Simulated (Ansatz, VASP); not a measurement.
# HfO2: VASP beside Ansatz

POSCAR

```
HfO2
1.0
    0.0000000000      2.4662120743      2.4662120743
    2.4662120743      0.0000000000      2.4662120743
    2.4662120743      2.4662120743      0.0000000000
Hf O
1 2
Direct
    0.0000000000      0.0000000000      0.0000000000
    0.2500000000      0.2500000000      0.2500000000
    0.7500000000      0.7500000000      0.7500000000
```

The input INCAR.step1:

```
PREC     = Accurate       # precision mode
ENCUT    = 600            # plane-wave cutoff, eV
ISMEAR   = -1             # smearing method
SIGMA    = 0.1            # smearing width, eV
LREAL    = F              # projectors in reciprocal space
LASPH    = T              # aspherical terms in the spheres
NELM     = 100            # most SCF steps
GGA      = PE             # functional
ALGO     = Normal         # electronic algorithm
EDIFF    = 1E-4           # SCF threshold, eV
LWAVE    = T              # write WAVECAR
LCHARG   = F              # write CHGCAR
```

Contents of INCAR.step2:

```
PREC     = Accurate       # precision mode
ENCUT    = 600            # plane-wave cutoff, eV
EDIFF    = 1E-7           # SCF threshold, eV
ISMEAR   = -1             # smearing method
SIGMA    = 0.1            # smearing width, eV
LREAL    = F              # projectors in reciprocal space
LASPH    = T              # aspherical terms in the spheres
NELM     = 100            # most SCF steps
ALGO     = Normal         # electronic algorithm
ISIF     = 3              # what is computed and relaxed
LWAVE    = F              # write WAVECAR
LCHARG   = F              # write CHGCAR
METAGGA  = R2SCAN         # meta-GGA
LMIXTAU  = T            
IBRION   = 2              # ionic algorithm
NSW      = 60             # ionic steps
EDIFFG   = -0.005         # ionic threshold
ISTART   = 1
```

Contents of KPOINTS:

```
Automatic mesh
0
Gamma
  11 11 11
```

Input for Ansatz:

```yaml
crystal:
  lattice:
    - [0.0, 2.4662120743, 2.4662120743]
    - [2.4662120743, 0.0, 2.4662120743]
    - [2.4662120743, 2.4662120743, 0.0]
  atoms:
    - { symbol: Hf, position: [0.0, 0.0, 0.0] }
    - { symbol: O, position: [0.25, 0.25, 0.25] }
    - { symbol: O, position: [0.75, 0.75, 0.75] }
kpoints:
  mp_grid: { grid: [11, 11, 11] }
scf:
  occupations: { method: fermi_dirac, width: 0.1 }
hamiltonian:
  xc: r2scan
  pseudopotentials: { kind: paw }
output:
  forces: true
  stress: true
relax:
  f_tol: 0.005
  max_steps: 40
  cell: {}
```

Alike in both runs: task relaxation of cell and atoms; functional r2SCAN; k mesh 11 × 11 × 11; occupations fermi-dirac, width 0.1 eV; no spin polarisation.

|  | VASP | Ansatz |
| --- | --- | --- |
| version | VASP 6.6.1 | Ansatz 0.2.0 |
| potentials or method | VASP PAW PBE potentials, release 64 (Hf_pv, O) | PAW with Ansatz's default frozen-core files, scalar-relativistic |
| plane-wave cutoff (eV) | 600 | 500 |
| valence electrons in the cell | 22 | 38 |

|  | VASP | Ansatz | Ansatz less VASP |
| --- | --- | --- | --- |
| relaxed volume (Å³/atom) | 10.62 | 10.79 | +0.166 |
| relaxed cell length with the largest relative difference (Å) | 3.559 | 3.577 | +0.0184 |

VASP's potentials were made for PBE, not for r2SCAN. VASP's potentials hold 22 valence electrons a cell and Ansatz's 38, so a difference there can come from the potentials and not from the codes.

Spin-orbit coupling is off throughout.
